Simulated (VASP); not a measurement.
# FeNi3 (I4/mmm) in VASP: single point with LDA

Aim: the single point of FeNi3 with LDA.

Program: VASP 6.6.1. These are calculated values, not measurements. Logs are shortened: lines on timing, memory, paths and dates and some standing lists are left out, and cuts for length are marked.

**1. The cell of the first run**

The structure is tetragonal, space group I4/mmm (No. 139). The conventional cell has a = 3.534 Å, b = 3.534 Å, c = 7.079 Å, α = 90.00°, β = 90.00°, γ = 90.00°. Fe (site symmetry 4/mmm) has 12 Ni at 2.50 Å within 3.3 Å. Within 3.3 Å of Ni (site symmetry 4/mmm) lie 4 Fe at 2.50 Å and 8 Ni at 2.50 Å. Ni (site symmetry -4m2) has 8 Ni at 2.50 Å and 4 Fe at 2.50 Å within 3.3 Å.

**2. Single point, LDA, collinear spin, ferromagnetic start**

INCAR reads:

```
SYSTEM = FeNi3
ALGO = Normal
EDIFF = 1E-7
ENCUT = 520
GGA = CA
ISIF = 2
ISMEAR = 0
ISPIN = 2
LASPH = .True.
LCHARG = .True.
LELF = .True.
LMAXMIX = 4
LORBIT = 11
LREAL = .False.
LVHAR = .True.
LWAVE = .False.
MAGMOM = 3.5 1.5 1.5 1.5
NBANDS = 31
NELM = 150
PREC = Accurate
SIGMA = 0.1
```

KPOINTS reads:

```
k-points
0
Gamma
  9 9 9
  0 0 0
```

POSCAR reads:

```
FeNi3
1.0
   -1.7669790000      1.7669790000      3.5395920000
    1.7669790000     -1.7669790000      3.5395920000
    1.7669790000      1.7669790000     -3.5395920000
Fe Ni
1 3
Direct
    0.0000000000      0.0000000000      0.0000000000
    0.5000000000      0.5000000000      0.0000000000
    0.7500000000      0.2500000000      0.5000000000
    0.2500000000      0.7500000000      0.5000000000
```

Potentials or basis: VASP PAW LDA potentials, release 64 (Fe, Ni).

On the command line:

```console
$ cat potpaw_LDA.64/Fe/POTCAR potpaw_LDA.64/Ni/POTCAR > POTCAR
$ mpirun -np 1 vasp_std > vasp.out
```

OUTCAR:

```text
SYSTEM = FeNi3
   EDIFF = 1E-7
   ENCUT = 520
   GGA = CA
   ISIF = 2
   ISMEAR = 0
   ISPIN = 2
   LASPH = .True.
   LORBIT = 11
   LREAL = .False.
   NELM = 150
   PREC = Accurate

 ion  position               nearest neighbor table
   1  0.000  0.000  0.000-   2 2.50   2 2.50   2 2.50   2 2.50   4 2.50   3 2.50   4 2.50   4 2.50
                             3 2.50   3 2.50   4 2.50   3 2.50
   2  0.500  0.500  0.000-   1 2.50   1 2.50   1 2.50   1 2.50   4 2.50   3 2.50   4 2.50   3 2.50
                             4 2.50   4 2.50   3 2.50   3 2.50
   3  0.750  0.250  0.500-   4 2.50   4 2.50   4 2.50   4 2.50   2 2.50   1 2.50   2 2.50   1 2.50
                             2 2.50   2 2.50   1 2.50   1 2.50
   4  0.250  0.750  0.500-   3 2.50   3 2.50   3 2.50   3 2.50   2 2.50   1 2.50   2 2.50   2 2.50
                             1 2.50   1 2.50   2 2.50   1 2.50

  LATTYP: Found a body centered tetragonal cell.
 ALAT       =     3.5339580000
 C/A-ratio  =     2.0031884929

  Lattice vectors:

 A1 = (  -1.7669790000,   1.7669790000,   3.5395920000)
 A2 = (   1.7669790000,  -1.7669790000,   3.5395920000)
 A3 = (   1.7669790000,   1.7669790000,  -3.5395920000)

Analysis of symmetry for initial positions (statically):
=====================================================================
 Subroutine PRICEL returns:
 Original cell was already a primitive cell.

 Routine SETGRP: Setting up the symmetry group for a
 body centered tetragonal supercell.

 Subroutine GETGRP returns: Found 16 space group operations
 (whereof 16 operations were pure point group operations)
 out of a pool of 16 trial point group operations.

The static configuration has the point symmetry D_4h.

Analysis of symmetry for dynamics (positions and initial velocities):
=====================================================================
 Subroutine PRICEL returns:
 Original cell was already a primitive cell.

 Routine SETGRP: Setting up the symmetry group for a
 body centered tetragonal supercell.

 Subroutine GETGRP returns: Found 16 space group operations
 (whereof 16 operations were pure point group operations)
 out of a pool of 16 trial point group operations.

The dynamic configuration has the point symmetry D_4h.

Analysis of structural, dynamic, and magnetic symmetry:
=====================================================================
 Subroutine PRICEL returns:
 Original cell was already a primitive cell.

 Routine SETGRP: Setting up the symmetry group for a
 body centered tetragonal supercell.

 Subroutine GETGRP returns: Found 16 space group operations
 (whereof 16 operations were pure point group operations)
 out of a pool of 16 trial point group operations.

The overall configuration has the point symmetry D_4h.

 Subroutine INISYM returns: Found 16 space group operations
 (whereof 16 operations are pure point group operations),
 and found     1 'primitive' translations

----------------------------------------------------------------------------------------

                                     Primitive cell

  volume of cell :      44.2055

  direct lattice vectors                    reciprocal lattice vectors
    -1.766979000  1.766979000  3.539592000     0.000000000  0.282968841  0.141259219
     1.766979000 -1.766979000  3.539592000     0.282968841  0.000000000  0.141259219
     1.766979000  1.766979000 -3.539592000     0.282968841  0.282968841  0.000000000

  length of vectors
     4.332798299  4.332798299  4.332798299     0.316268133  0.316268133  0.400178373

  position of ions in fractional coordinates (direct lattice)
     0.000000000  0.000000000  0.000000000
     0.500000000  0.500000000  0.000000000
     0.750000000  0.250000000  0.500000000
     0.250000000  0.750000000  0.500000000

  ion indices of the primitive-cell ions
   primitive index   ion index
                 1           1
                 2           2
                 3           3
                 4           4

----------------------------------------------------------------------------------------

 KPOINTS: k-points

Automatic generation of k-mesh.
 Grid dimensions read from file:
 generate k-points for:    9    9    9

 Generating k-lattice:

  Cartesian coordinates                     Fractional coordinates (reciprocal lattice)
     0.000000000  0.031440982  0.015695469     0.111111111 -0.000000000  0.000000000
     0.031440982  0.000000000  0.015695469    -0.000000000  0.111111111  0.000000000
     0.031440982  0.031440982  0.000000000     0.000000000  0.000000000  0.111111111

  Length of vectors
     0.035140904  0.035140904  0.044464264

  Shift w.r.t. Gamma in fractional coordinates (k-lattice)
     0.000000000  0.000000000  0.000000000

 Subroutine IBZKPT returns following result:
 ===========================================

 Found     75 irreducible k-points:

 Following reciprocal coordinates:
            Coordinates               Weight
  0.000000  0.000000  0.000000      1.000000
  0.111111  0.000000  0.000000      8.000000
  0.222222  0.000000  0.000000      8.000000
  0.333333  0.000000 -0.000000      8.000000
  0.444444  0.000000  0.000000      8.000000
  0.111111  0.111111  0.000000      8.000000
[... 16 lines left out ...]
 -0.333333  0.333333  0.000000      4.000000
  0.444444  0.444444 -0.000000      8.000000
 [... further k-points ...]
   k-points           NKPTS =     75   k-points in BZ     NKDIM =     75   number of bands    NBANDS=     31
   number of dos      NEDOS =    301   number of ions     NIONS =      4
   total plane-waves  NPLWV =  32768
   dimension x,y,z NGX =    32 NGY =   32 NGZ =   32
   dimension x,y,z NGXF=    64 NGYF=   64 NGZF=   64
   ions per type =               1   3
   NGX,Y,Z   is equivalent  to a cutoff of  12.28, 12.28, 12.28 a.u.
   NGXF,Y,Z  is equivalent  to a cutoff of  24.56, 24.56, 24.56 a.u.
 SYSTEM =  FeNi3
   PREC   = accura    normal or accurate (medium, high low for compatibility)
   ISTART =      0    job   : 0-new  1-cont  2-samecut
   ICHARG =      2    charge: 1-file 2-atom 10-const
   ISPIN  =      2    spin polarized calculation?
   LNONCOLLINEAR =      F non collinear calculations
   LSORBIT =      F    spin-orbit coupling
   LASPH  =      T    aspherical Exc in radial PAW
   ENCUT  =  520.0 eV  38.22 Ry    6.18 a.u.   8.06  8.06  8.06*2*pi/ulx,y,z
   NELM   =    150;   NELMIN=  2; NELMDL= -5     # of ELM steps
   EDIFF  = 0.1E-06   stopping-criterion for ELM
   LREAL  =      F    real-space projection
   EDIFFG = 0.1E-05   stopping-criterion for IOM
   NSW    =      0    number of steps for IOM
   IBRION =     -1    ionic relax: 0-MD 1-quasi-New 2-CG
   NFREE  =      0    steps in history (QN), initial steepest desc. (CG)
   ISIF   =      2    stress and relaxation
   ISYM   =      2    0-nonsym 1-usesym 2-fastsym
   POTIM  = 0.5000    time-step for ionic-motion
   TEBEG  =    0.0;   TEEND  =   0.0 temperature during run
   PSTRESS=    0.0 pullay stress
   NELECT =      38.0000    total number of electrons
   NUPDOWN=      -1.0000    fix difference up-down
   EMIN   =  10.00;   EMAX   =-10.00  energy-range for DOS
   EFERMI =   0.00;   METHOD = LEGACY
   ISMEAR =     0;   SIGMA  =   0.10  broadening in eV -4-tet -1-fermi 0-gaus
   EFERMI_NEDOS =   21; number of points for ismear=-14 and -15
   IALGO  =     38    algorithm
   IMIX   =      4    mixing-type and parameters
     AMIX     =   0.40;   BMIX     =  1.00
     AMIX_MAG =   1.60;   BMIX_MAG =  1.00
  volume/ion in A,a.u.               =      11.05        74.58
  Fermi-wavevector in a.u.,A,eV,Ry     =   1.556601  2.941550 32.967017  2.423007
  Thomas-Fermi vector in A             =   2.660373
   LORBIT       =     11    0 simple, 1 ext, 2 COOP (PROOUT), +10 PAW based schemes
   GGA     = CA    functional components
   LHFCALC =     F    Hartree Fock is set to
   AEXX    =    0.0000 exact exchange contribution
   IVDW    =     0    specifies the selected vdW correction
   LEPSILON=     F    determine dielectric tensor
   LRPA    =     F    only Hartree local field effects (RPA)
 spin polarized calculation
 Gauss-broadening in eV      SIGMA  =   0.10
  energy-cutoff  :      520.00
  volume of cell :       44.21
 maximum number of plane-waves:      1213
   NGX = 17   NGY = 17   NGZ = 17

 number of electron      37.9999974 magnetization       4.3564123

 Free energy of the ion-electron system (eV)
  ---------------------------------------------------
  ext. energy  EPLUGINS =         0.00000000
  ---------------------------------------------------
  free energy    TOTEN  =       -28.98229566 eV

  energy without entropy =      -28.96043202  energy(sigma->0) =      -28.97136384

 E-fermi :   8.2009     XC(G=0): -13.5295

 val. band max:        8.1936516792   @ k =   0.3333   0.1111   0.1111
 cond. band min:       8.2037575931   @ k =  -0.3333  -0.3333   0.2222
 fundamental gap:      0.0101059139
 Fermi energy:         8.2008704453

 spin component 1

 k-point     1 :       0.0000    0.0000    0.0000
  band No.  band energies     occupation
      1      -0.7417      1.00000
      2       3.3537      1.00000
      3       3.8809      1.00000
      4       4.0390      1.00000
      5       4.5328      1.00000
      6       4.9596      1.00000
[... 805 lines left out ...]
     30      21.9771      0.00000
     31      28.9002      0.00000

 [... further k-points ...]

 spin component 2

 k-point     1 :       0.0000    0.0000    0.0000
  band No.  band energies     occupation
      1      -0.6037      1.00000
      2       4.0685      1.00000
      3       4.7174      1.00000
      4       4.9186      1.00000
      5       5.0939      1.00000
      6       5.7362      1.00000
[... 805 lines left out ...]
     30      22.4247      0.00000
     31      29.1584      0.00000

 [... further k-points ...]

------------------------ aborting loop because EDIFF is reached ----------------------------------------

  FORCE on cell =-STRESS in cart. coord.  units (eV):
  Direction    XX          YY          ZZ          XY          YZ          ZX
  --------------------------------------------------------------------------------------
  -------------------------------------------------------------------------------------
  Total       -4.5103946     -4.5103946     -4.5795340      0.0000000     -0.0000000      0.0000000
  in kB     -163.4741724   -163.4741724   -165.9800515      0.0000000     -0.0000000      0.0000000
  external PRESSURE =    -164.3094654 kB  Pullay stress =       0.0000000 kB

 VOLUME and BASIS-vectors are now :
 -----------------------------------------------------------------------------
  energy-cutoff  :      520.00
  volume of cell :       44.21
      direct lattice vectors                 reciprocal lattice vectors
    -1.766979000  1.766979000  3.539592000     0.000000000  0.282968841  0.141259219
     1.766979000 -1.766979000  3.539592000     0.282968841  0.000000000  0.141259219
     1.766979000  1.766979000 -3.539592000     0.282968841  0.282968841  0.000000000

 POSITION                                       TOTAL-FORCE (eV/Angst)
 -----------------------------------------------------------------------------------
      0.00000      0.00000      0.00000         0.000000      0.000000      0.000000
      0.00000      0.00000      3.53959         0.000000      0.000000      0.000000
      0.00000      1.76698      1.76980        -0.000000     -0.000000     -0.000000
      1.76698      0.00000      1.76980        -0.000000      0.000000     -0.000000
 -----------------------------------------------------------------------------------
    total drift:                               -0.000000     -0.000000      0.000000

  FREE ENERGIE OF THE ION-ELECTRON SYSTEM (eV)
  ---------------------------------------------------
  free  energy   TOTEN  =       -28.9822956622 eV

  energy  without entropy=      -28.9604320161  energy(sigma->0) =      -28.97136384

 total charge

# of ion       s       p       d       tot
------------------------------------------
    1        0.471   0.497   6.167   7.136
    2        0.509   0.501   8.349   9.358
    3        0.507   0.512   8.336   9.355
    4        0.507   0.512   8.336   9.355
--------------------------------------------------
tot          1.995   2.022  31.188  35.204

 magnetization (x)

# of ion       s       p       d       tot
------------------------------------------
    1        0.007  -0.004   2.684   2.687
    2       -0.016  -0.025   0.574   0.533
    3       -0.014  -0.036   0.613   0.562
    4       -0.014  -0.036   0.613   0.562
--------------------------------------------------
tot         -0.038  -0.101   4.483   4.345
```

It took 2.9 min on 1 thread of Intel Xeon Platinum 8488C (Sapphire Rapids), shared host; peak memory 0.28 GiB.

What came out:

| Property | Result |
| --- | --- |
| Free energy | -28.9823 eV |
| Pressure | -16.4 GPa |
| Net moment | 4.36 μB per cell |
| Site moments | Fe +2.69; Ni +0.53, +0.56 (each value once) μB |
| Valence electrons inside the program's atomic spheres | Fe 7.14; Ni 9.36 |

Stress tensor (GPa, compression positive):
```
-16.35   0.00   0.00
  0.00 -16.35   0.00
  0.00   0.00 -16.60
```

Caveat: the cell stands under tension.
